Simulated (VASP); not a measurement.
ZrB2: relaxation of cell and atoms with HSE06

Crystal: ZrB2.

```
Zr B
1.0
     3.17000    0.00000    0.00000
    -1.58500    2.74530    0.00000
     0.00000    0.00000    3.53300
Zr B
1 2
Direct
  0.00000 0.00000 0.00000
  0.66667 0.33333 0.50000
  0.33333 0.66667 0.50000
```

```yaml
Program: VASP 6.6.1
Task: relaxation of cell and atoms
Functional: HSE06
Potentials_or_basis: VASP PAW PBE potentials, release 64 (Zr_sv, B)
Cutoff: 600 eV
k_mesh: 6 × 6 × 4
Occupations: fermi-dirac, width 0.05 eV
Spin: no spin polarisation
Dipole_correction: no
Grid_for_exact_exchange_PRECFOCK: Normal
Further_INCAR_settings: ALGO = Normal; EDIFF = 1e-07; IBRION = 2; EDIFFG = -0.01; NSW = 60; ISIF = 3
Share_of_exact_exchange: 0.25
Screening_parameter: 0.2079 1/Å
```

| Quantity | Value |
| --- | --- |
| Relaxed volume | 10.16 Å³/atom |
| Relaxed cell | a = 3.169 Å, b = 3.169 Å, c = 3.506 Å, α = 90.00°, β = 90.00°, γ = 120.00° |
| Space group after relaxing (to 0.1 Å) | P6/mmm (No. 191) |
| Energy gained by relaxing | 0.9 meV/atom |
| Ionic steps | 4 |
| Pressure after relaxing | 0.0 GPa |
| Band gap on the k mesh | zero (bands 9 and 10 overlap by 0.72 eV) |

Stress tensor (GPa, compression positive):
```
-0.11  0.00  0.00
 0.00 -0.11  0.00
 0.00  0.00  0.10
```

The path:
| step | energy change (eV) | largest force (eV/Å) | pressure (GPa) | volume (Å³) |
| --- | --- | --- | --- | --- |
| 1 | 0.0000 | 0.0000 | -2.02 | 30.75 |
| 2 | -0.0001 | 0.0000 | 2.64 | 30.17 |
| 3 | -0.0023 | 0.0000 | 0.29 | 30.46 |
| 4 | -0.0026 | 0.0000 | -0.04 | 30.49 |

Final structure:
```cif
data_structure
_symmetry_space_group_name_H-M 'P 1'
_symmetry_Int_Tables_number 1
_cell_length_a 3.1687
_cell_length_b 3.1687
_cell_length_c 3.5064
_cell_angle_alpha 90.000
_cell_angle_beta 90.000
_cell_angle_gamma 120.000
_cell_volume 30.49
loop_
_atom_site_label
_atom_site_type_symbol
_atom_site_fract_x
_atom_site_fract_y
_atom_site_fract_z
_atom_site_occupancy
Zr1 Zr 0.00000 0.00000 0.00000 1
B1 B 0.66667 0.33333 0.50000 1
B2 B 0.33333 0.66667 0.50000 1
```

Levels at points of the mesh, in eV from the Fermi level:
```tsv
k point	band 5	band 6	band 7	band 8	band 9	band 10	band 11	band 12	band 13
(0.00, 0.00, 0.00)	-14.36	-2.96	-2.96	-2.66	-2.59	4.35	4.35	5.23	5.23
(0.50, 0.00, 0.00)	-10.12	-9.65	-4.22	-3.45	-2.82	2.80	3.09	5.95	6.05
(0.00, 0.00, 0.50)	-12.04	-7.90	-1.06	-1.06	0.78	0.78	1.30	1.30	2.78
(0.50, 0.00, 0.50)	-11.21	-7.88	-5.17	-4.62	-2.39	4.79	4.85	6.37	7.52
```

Wall time 2.6 h on 1 thread of Oxide Virtual Turin-like Processor (shared host), peak memory 0.26 GiB.

Caveat: the k points lie up to 0.45 Å⁻¹ apart in the final cell, too coarse for converged energies and pressures of a metal; the PAW data sets were made with another functional, which shifts forces and pressure a little.
